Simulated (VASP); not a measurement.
# TiAl (P-6m2) in VASP: settings compared

Aim: see how the results for TiAl move with the level of theory and the settings. Levels: PBE, RPBE, revPBE. Tasks: relaxation of cell and atoms.

All numbers are computed with VASP 6.6.1; they aren't measurements. Logs are shortened: lines on timing, memory, paths and dates and some standing lists are left out, and cuts for length are marked.

## 1. The cell of the first run

It takes space group P-6m2 (No. 187, hexagonal). The conventional cell has a = 2.867 Å, b = 2.867 Å, c = 4.678 Å, α = 90.00°, β = 90.00°, γ = 120.00°. Within 3.8 Å of Ti (site symmetry -6m2) lie 6 Al at 2.87 Å and 6 Ti at 2.87 Å. Al (site symmetry -6m2) has 6 Ti at 2.87 Å and 6 Al at 2.87 Å within 3.8 Å.

## 2. Relaxation of cell and atoms, PBE

Input file INCAR:

```
PREC = Accurate ; ENCUT = 600
EDIFF = 1E-7 ; ISMEAR = -1
SIGMA = 0.05 ; LREAL = F
LASPH = T ; NELM = 100
ALGO = Normal ; ISIF = 3
LWAVE = F ; LCHARG = F
GGA = PE ; IBRION = 2
NSW = 60 ; EDIFFG = -0.01
```

Input file KPOINTS:

```
Automatic mesh
0
Gamma
  11 11 6
```

Input file POSCAR:

```
TiAl
1.0
    2.8672622327      0.0000000000      0.0000000000
   -1.4336311163      2.4831219328      0.0000000000
    0.0000000000      0.0000000000      4.6780830000
Ti Al
1 1
Direct
    0.0000000000      0.0000000000      0.0000000000
    0.3333333333      0.6666666667      0.5000000000
```

Potentials or basis: VASP PAW PBE potentials, release 64 (Ti_sv, Al).

Run with:

```
> cat potpaw_PBE.64/Ti_sv/POTCAR potpaw_PBE.64/Al/POTCAR > POTCAR
> mpirun -np 1 vasp_std > vasp.out
```

OUTCAR:

```text
PREC = Accurate
   ENCUT = 600
   EDIFF = 1E-7
   ISMEAR = -1
   LREAL = F
   LASPH = T
   NELM = 100
   ISIF = 3
   GGA = PE
   IBRION = 2
   NSW = 60
   EDIFFG = -0.01

 ion  position               nearest neighbor table
   1  0.000  0.000  0.000-   2 2.87   2 2.87   2 2.87   2 2.87   2 2.87   2 2.87
   2  0.333  0.667  0.500-   1 2.87   1 2.87   1 2.87   1 2.87   1 2.87   1 2.87

  LATTYP: Found a hexagonal cell.
 ALAT       =     2.8672622327
 C/A-ratio  =     1.6315504549

  Lattice vectors:

 A1 = (   2.8672622327,   0.0000000000,   0.0000000000)
 A2 = (  -1.4336311163,   2.4831219328,   0.0000000000)
 A3 = (   0.0000000000,   0.0000000000,   4.6780830000)

Analysis of symmetry for initial positions (statically):
=====================================================================
 Subroutine PRICEL returns:
 Original cell was already a primitive cell.

 Routine SETGRP: Setting up the symmetry group for a
 hexagonal supercell.

 Subroutine GETGRP returns: Found 12 space group operations
 (whereof 12 operations were pure point group operations)
 out of a pool of 24 trial point group operations.

The static configuration has the point symmetry D_3h.

Analysis of symmetry for dynamics (positions and initial velocities):
=====================================================================
 Subroutine PRICEL returns:
 Original cell was already a primitive cell.

 Routine SETGRP: Setting up the symmetry group for a
 hexagonal supercell.

 Subroutine GETGRP returns: Found 12 space group operations
 (whereof 12 operations were pure point group operations)
 out of a pool of 24 trial point group operations.

The dynamic configuration has the point symmetry D_3h.

 Subroutine INISYM returns: Found 12 space group operations
 (whereof 12 operations are pure point group operations),
 and found     1 'primitive' translations

----------------------------------------------------------------------------------------

                                     Primitive cell

  volume of cell :      33.3068

  direct lattice vectors                    reciprocal lattice vectors
     2.867262233  0.000000000  0.000000000     0.348764751  0.201359423  0.000000000
    -1.433631116  2.483121933  0.000000000     0.000000000  0.402718846  0.000000000
     0.000000000  0.000000000  4.678083000     0.000000000  0.000000000  0.213762774

  length of vectors
     2.867262233  2.867262233  4.678083000     0.402718846  0.402718846  0.213762774

  position of ions in fractional coordinates (direct lattice)
     0.000000000  0.000000000  0.000000000
[... 100 lines left out ...]
  Fermi-wavevector in a.u.,A,eV,Ry     =   1.254857  2.371335 21.424622  1.574665
  Thomas-Fermi vector in A             =   2.388641
   LORBIT       =      0    0 simple, 1 ext, 2 COOP (PROOUT), +10 PAW based schemes
   GGA     = PE    functional components
   LHFCALC =     F    Hartree Fock is set to
   AEXX    =    0.0000 exact exchange contribution
   IVDW    =     0    specifies the selected vdW correction
   LEPSILON=     F    determine dielectric tensor
   LRPA    =     F    only Hartree local field effects (RPA)
 conjugate gradient relaxation of ions
 non-spin polarized calculation
  energy-cutoff  :      600.00
  volume of cell :       33.31
 maximum number of plane-waves:      1122
 NGX is ok and might be reduce to    24
   NGX = 11   NGY = 11   NGZ = 19

--------------------------------------- Ionic step        1  -------------------------------------------

 number of electron      14.9999999 magnetization

 Free energy of the ion-electron system (eV)
  ---------------------------------------------------
  ext. energy  EPLUGINS =         0.00000000
  ---------------------------------------------------
  free energy    TOTEN  =       -12.08921261 eV

  energy without entropy =      -12.06563062  energy(sigma->0) =      -12.07742162

------------------------ aborting loop because EDIFF is reached ----------------------------------------

  FORCE on cell =-STRESS in cart. coord.  units (eV):
  Direction    XX          YY          ZZ          XY          YZ          ZX
  --------------------------------------------------------------------------------------
  -------------------------------------------------------------------------------------
  Total        0.1620644      0.1620644     -0.2192293      0.0000000     -0.0000000     -0.0000000
  in kB        7.7958738      7.7958738    -10.5457100      0.0000000     -0.0000000     -0.0000000
  external PRESSURE =       1.6820125 kB  Pullay stress =       0.0000000 kB
[... 59 lines left out ...]
--------------------------------------- Ionic step        3  -------------------------------------------

 number of electron      14.9999998 magnetization

 Free energy of the ion-electron system (eV)
  ---------------------------------------------------
  ext. energy  EPLUGINS =         0.00000000
  ---------------------------------------------------
  free energy    TOTEN  =       -12.09108247 eV

  energy without entropy =      -12.06681753  energy(sigma->0) =      -12.07895000

 E-fermi :   7.7886     XC(G=0): -10.9168

 val. band max:        7.7762545174   @ k =   0.4545   0.0909   0.3333
 cond. band min:       7.7947521530   @ k =   0.1818   0.0909   0.3333
 fundamental gap:      0.0184976356
 Fermi energy:         7.7886254231

 k-point     1 :       0.0000    0.0000    0.0000
  band No.  band energies     occupation
      1     -48.7400      2.00000
      2     -25.0566      2.00000
      3     -24.6599      2.00000
      4     -24.6599      2.00000
      5      -1.0620      2.00000
      6       5.5724      2.00000
      7       6.0952      2.00000
      8       9.0642      0.00000
      9       9.0642      0.00000
     10      10.5151      0.00000
     11      10.5151      0.00000
[... 309 lines left out ...]
 k-point    24 :       0.1818    0.0909    0.1667
  band No.  band energies     occupation
      1     -48.6986      2.00000
      2     -25.0161      2.00000
      3     -24.9103      2.00000
      4     -24.7289      2.00000
      5       0.4756      2.00000
      6       5.4787      2.00000
      7       7.2913      1.99990
      8       8.0934      0.00450
      9      10.0088      0.00000
     10      10.1380      0.00000
     11      10.3113      0.00000

 [... further k-points ...]

------------------------ aborting loop because EDIFF is reached ----------------------------------------

  FORCE on cell =-STRESS in cart. coord.  units (eV):
  Direction    XX          YY          ZZ          XY          YZ          ZX
  --------------------------------------------------------------------------------------
  -------------------------------------------------------------------------------------
  Total        0.0000537      0.0000537     -0.0053001      0.0000000     -0.0000000     -0.0000000
  in kB        0.0025757      0.0025757     -0.2539821      0.0000000     -0.0000000     -0.0000000
  external PRESSURE =      -0.0829436 kB  Pullay stress =       0.0000000 kB
[... 17 lines left out ...]
  FREE ENERGIE OF THE ION-ELECTRON SYSTEM (eV)
  ---------------------------------------------------
  free  energy   TOTEN  =       -12.0910824686 eV

  energy  without entropy=      -12.0668175303  energy(sigma->0) =      -12.07895000

 reached required accuracy - stopping structural energy minimisation
```

OSZICAR:

```text
N       E                     dE             d eps       ncg     rms          rms(c)
DAV:   1     0.940592180556E+02    0.94059E+02   -0.80947E+03  1408   0.152E+03
[... 27 lines left out ...]
       N       E                     dE             d eps       ncg     rms          rms(c)
DAV:   1    -0.120929433182E+02   -0.20952E-02   -0.85675E-02  1426   0.488E+00    0.320E-01
DAV:   2    -0.120914228685E+02    0.15204E-02   -0.51373E-03  1468   0.832E-01    0.136E-01
DAV:   3    -0.120910850249E+02    0.33784E-03   -0.96239E-04  1822   0.313E-01    0.309E-02
DAV:   4    -0.120910812978E+02    0.37271E-05   -0.79444E-05  1514   0.101E-01    0.145E-02
DAV:   5    -0.120910824835E+02   -0.11858E-05   -0.15435E-05  2147   0.313E-02    0.880E-03
DAV:   6    -0.120910824686E+02    0.14937E-07   -0.50384E-07  1542   0.757E-03
   3 F= -.12091082E+02 E0= -.12078950E+02  d E =-.186986E-02
```

CONTCAR:

```text
TiAl
   1.00000000000000
     2.8844777030987792    0.0000000000003466   -0.0000000000000000
    -1.4422388514987892    2.4980309675027303    0.0000000000000000
    -0.0000000000000000   -0.0000000000000000    4.6400876521044987
  Ti              Al
     1     1
Direct
     0.0000000000000000    0.0000000000000000    1.0000000000000000
     0.3333333332999970    0.6666666667000030    0.5000000000000000

  0.00000000E+00  0.00000000E+00  0.00000000E+00
  0.00000000E+00  0.00000000E+00  0.00000000E+00
```

Run time: 69 s. Hardware: 1 thread of Intel Xeon 8259CL, shared host; peak memory 0.18 GiB.

What came out:

```yaml
Free_energy: -12.0911 eV
Relaxed_volume: 16.72 Å³/atom
Relaxed_cell: a = 2.884 Å, b = 2.884 Å, c = 4.640 Å, α = 90.00°, β = 90.00°, γ = 120.00°
Space_group_after_relaxing_to_0.1_Å: P-6m2 (No. 187)
Energy_gained_by_relaxing: 0.9 meV/atom
Ionic_steps: 3
Pressure_after_relaxing: 0.0 GPa
Band_gap_on_the_k_mesh: zero (an odd number of electrons rules out a gap without spin polarisation)
```

The path:
| step | energy change (eV) | largest force (eV/Å) | pressure (GPa) | volume (Å³) |
| --- | --- | --- | --- | --- |
| 1 | 0.0000 | 0.0000 | 0.17 | 33.31 |
| 2 | -0.0016 | 0.0000 | 0.02 | 33.39 |
| 3 | -0.0019 | 0.0000 | -0.01 | 33.43 |

Final structure:
```yaml
crystal:
  lattice:
    - [2.88448, 0.00000, 0.00000]
    - [-1.44224, 2.49803, 0.00000]
    - [0.00000, 0.00000, 4.64009]
  atoms:
    - { symbol: Ti, position: [0.00000, 0.00000, 0.00000] }
    - { symbol: Al, position: [0.33333, 0.66667, 0.50000] }
```

## 3. Relaxation of cell and atoms, RPBE

Input file INCAR:

```
SYSTEM = TiAl
ALGO     = Fast           ! electronic algorithm
EDIFF    = 1E-7           ! SCF threshold, eV
EDIFFG   = -0.01          ! ionic threshold
ENCUT    = 600            ! plane-wave cutoff, eV
GGA      = RP             ! functional
IBRION   = 2              ! ionic algorithm
ISIF     = 3              ! what is computed and relaxed
ISMEAR   = -1             ! smearing method
LASPH    = .TRUE.         ! aspherical terms in the spheres
LCHARG   = .FALSE.        ! write CHGCAR
LREAL    = .FALSE.        ! projectors in reciprocal space
LWAVE    = .FALSE.        ! write WAVECAR
NELM     = 100            ! most SCF steps
NSW      = 60             ! ionic steps
PREC     = Accurate       ! precision mode
SIGMA    = 0.05           ! smearing width, eV
```

Input file KPOINTS:

```
k-points
0
G
  11 11 6
  0 0 0
```

POSCAR is that of step 2.

Potentials or basis: VASP PAW PBE potentials, release 64 (Ti_sv, Al).

Run with:

```
> cat potpaw_PBE.64/Ti_sv/POTCAR potpaw_PBE.64/Al/POTCAR > POTCAR
> mpirun -np 1 vasp_std > vasp.out
```

Wall time 5.1 min (1 thread of Intel Xeon 8259CL, shared host); peak memory 0.19 GiB.

Results (log left out):

| Quantity | Value |
| --- | --- |
| Free energy | -11.4522 eV |
| Relaxed volume | 17.11 Å³/atom |
| Relaxed cell | a = 2.910 Å, b = 2.910 Å, c = 4.665 Å, α = 90.00°, β = 90.00°, γ = 120.00° |
| Space group after relaxing (to 0.1 Å) | P-6m2 (No. 187) |
| Energy gained by relaxing | 4.8 meV/atom |
| Ionic steps | 5 |
| Pressure after relaxing | 0.0 GPa |
| Band gap on the k mesh | zero (an odd number of electrons rules out a gap without spin polarisation) |

Step by step:
```
step  energy change (eV)  largest force (eV/Å)  pressure (GPa)  volume (Å³)
   1              0.0000                0.0000            2.63        33.31
   2             -0.0071                0.0000           -1.30        34.64
   3             -0.0084                0.0000           -0.25        34.25
   4             -0.0095                0.0000           -0.10        34.22
   5             -0.0097                0.0000           -0.01        34.21
```

Final structure:
```
CELL_PARAMETERS angstrom
2.91021 0.00000 0.00000
-1.45510 2.52032 0.00000
0.00000 0.00000 4.66458
ATOMIC_POSITIONS crystal
Ti 0.00000 0.00000 0.00000
Al 0.33333 0.66667 0.50000
```

Levels at points of the mesh, in eV from the Fermi level:
```tsv
k point	band 4	band 5	band 6	band 7	band 8	band 9	band 10	band 11
(0.00, 0.00, 0.00)	-32.60	-8.74	-2.17	-1.68	1.26	1.26	2.66	2.66
(0.00, 0.00, 0.50)	-32.60	-7.82	-5.17	-0.29	1.27	1.27	2.58	2.58
```

Caveat: the PAW data sets were made with another functional, which shifts forces and pressure a little.

## 4. Relaxation of cell and atoms, revPBE

Input file INCAR:

```
SYSTEM = TiAl
PREC     = Accurate       ! precision mode
ENCUT    = 600            ! plane-wave cutoff, eV
EDIFF    = 1E-7           ! SCF threshold, eV
ISMEAR   = -1             ! smearing method
SIGMA    = 0.05           ! smearing width, eV
LREAL    = .False.        ! projectors in reciprocal space
LASPH    = .True.         ! aspherical terms in the spheres
NELM     = 100            ! most SCF steps
ALGO     = Normal         ! electronic algorithm
ISIF     = 3              ! what is computed and relaxed
LWAVE    = .False.        ! write WAVECAR
LCHARG   = .False.        ! write CHGCAR
GGA      = RE             ! functional
IBRION   = 2              ! ionic algorithm
NSW      = 60             ! ionic steps
EDIFFG   = -0.01          ! ionic threshold
```

Input file KPOINTS:

```
Automatic mesh
0
Gamma
  11 11 6
  0 0 0
```

POSCAR is that of step 3.

Potentials or basis: VASP PAW PBE potentials, release 64 (Ti_sv, Al).

Run with:

```
> cat potpaw_PBE.64/Ti_sv/POTCAR potpaw_PBE.64/Al/POTCAR > POTCAR
> mpirun -np 1 vasp_std > vasp.out
```

OUTCAR:

```text
SYSTEM = TiAl
   PREC = Accurate
   ENCUT = 600
   EDIFF = 1E-7
   ISMEAR = -1
   LREAL = .False.
   LASPH = .True.
   NELM = 100
   ISIF = 3
   GGA = RE
   IBRION = 2
   NSW = 60
   EDIFFG = -0.01

 ion  position               nearest neighbor table
   1  0.000  0.000  0.000-   2 2.87   2 2.87   2 2.87   2 2.87   2 2.87   2 2.87
   2  0.333  0.667  0.500-   1 2.87   1 2.87   1 2.87   1 2.87   1 2.87   1 2.87

  LATTYP: Found a hexagonal cell.
 ALAT       =     2.8672622327
 C/A-ratio  =     1.6315504549

  Lattice vectors:

 A1 = (   2.8672622327,   0.0000000000,   0.0000000000)
 A2 = (  -1.4336311163,   2.4831219328,   0.0000000000)
 A3 = (   0.0000000000,   0.0000000000,   4.6780830000)

Analysis of symmetry for initial positions (statically):
=====================================================================
 Subroutine PRICEL returns:
 Original cell was already a primitive cell.
[... 338 lines left out ...]
      5      -1.0717      2.00000
      6       5.5077      2.00000
      7       6.0116      2.00000
      8       8.9542      0.00000
      9       8.9542      0.00000
     10      10.3689      0.00000
     11      10.3689      0.00000
[... 309 lines left out ...]
 k-point    24 :       0.1818    0.0909    0.1667
  band No.  band energies     occupation
      1     -48.9419      2.00000
      2     -25.2053      2.00000
      3     -25.0986      2.00000
      4     -24.9296      2.00000
      5       0.4473      2.00000
      6       5.3997      2.00000
      7       7.2108      1.99987
      8       8.0007      0.00420
      9       9.8773      0.00000
     10       9.9974      0.00000
     11      10.1821      0.00000

 [... further k-points ...]

------------------------ aborting loop because EDIFF is reached ----------------------------------------

  FORCE on cell =-STRESS in cart. coord.  units (eV):
  Direction    XX          YY          ZZ          XY          YZ          ZX
  --------------------------------------------------------------------------------------
  -------------------------------------------------------------------------------------
  Total        0.0047908      0.0047908      0.0007768      0.0000000      0.0000000     -0.0000000
  in kB        0.2257313      0.2257313      0.0366018      0.0000000      0.0000000     -0.0000000
  external PRESSURE =       0.1626881 kB  Pullay stress =       0.0000000 kB
[... 17 lines left out ...]
  FREE ENERGIE OF THE ION-ELECTRON SYSTEM (eV)
  ---------------------------------------------------
  free  energy   TOTEN  =       -11.5794538558 eV

  energy  without entropy=      -11.5550328045  energy(sigma->0) =      -11.56724333

 reached required accuracy - stopping structural energy minimisation
```

CONTCAR:

```text
TiAl
   1.00000000000000
     2.9033673762454959    0.0000000000007299    0.0000000000000000
    -1.4516836880714861    2.5143899043161864   -0.0000000000000000
    -0.0000000000000000   -0.0000000000000000    4.6578924324529920
  Ti              Al
     1     1
Direct
     0.0000000000000000    0.0000000000000000    0.0000000000000000
     0.3333333332999970    0.6666666667000030    0.5000000000000000

  0.00000000E+00  0.00000000E+00  0.00000000E+00
  0.00000000E+00  0.00000000E+00  0.00000000E+00
```

It took 1.8 min on 1 thread of Intel Xeon 8259CL, shared host; peak memory 0.19 GiB.

Results:

```yaml
Free_energy: -11.5795 eV
Relaxed_volume: 17.00 Å³/atom
Relaxed_cell: a = 2.903 Å, b = 2.903 Å, c = 4.658 Å, α = 90.00°, β = 90.00°, γ = 120.00°
Space_group_after_relaxing_to_0.1_Å: P-6m2 (No. 187)
Energy_gained_by_relaxing: 3.2 meV/atom
Ionic_steps: 5
Pressure_after_relaxing: 0.0 GPa
Band_gap_on_the_k_mesh: zero (an odd number of electrons rules out a gap without spin polarisation)
```

Step by step:
```tsv
step	energy change (eV)	largest force (eV/Å)	pressure (GPa)	volume (Å³)
1	0.0000	0.0000	2.01	33.31
2	-0.0048	0.0000	-1.01	34.32
3	-0.0055	0.0000	-0.26	34.06
4	-0.0064	0.0000	-0.06	34.02
5	-0.0065	0.0000	0.02	34.00
```

Final structure:
```
Ti Al
1.0
     2.90337    0.00000    0.00000
    -1.45168    2.51439    0.00000
     0.00000    0.00000    4.65789
Ti Al
1 1
Direct
  0.00000 0.00000 0.00000
  0.33333 0.66667 0.50000
```

Levels at points of the mesh, in eV from the Fermi level:
| k point | band 3 | band 4 | band 5 | band 6 | band 7 | band 8 | band 9 | band 10 | band 11 |
| --- | --- | --- | --- | --- | --- | --- | --- | --- | --- |
| (0.00, 0.00, 0.00) | -32.56 | -32.56 | -8.76 | -2.18 | -1.68 | 1.26 | 1.26 | 2.68 | 2.68 |
| (0.00, 0.00, 0.50) | -32.56 | -32.56 | -7.85 | -5.18 | -0.30 | 1.28 | 1.28 | 2.60 | 2.60 |

Caveat: the PAW data sets were made with another functional, which shifts forces and pressure a little.

## 5. Overview

```tsv
level	gap on the mesh (eV)	pressure (GPa)	relaxed volume (Å³/atom)
PBE	none	0.0	16.72
RPBE	none	0.0	17.11
revPBE	none	0.0	17.00
```

Alike in all rows: task relaxation of cell and atoms; potentials or basis VASP PAW PBE potentials, release 64 (Ti_sv, Al); no spin polarisation; cell relaxed; k mesh 11 × 11 × 6; cutoff (eV) 600; smearing fermi-dirac 0.05 eV.

Caveats: the PAW data sets were made with another functional, which shifts forces and pressure a little (at least some runs).

Absolute energies hang on the potentials; compare differences alone.
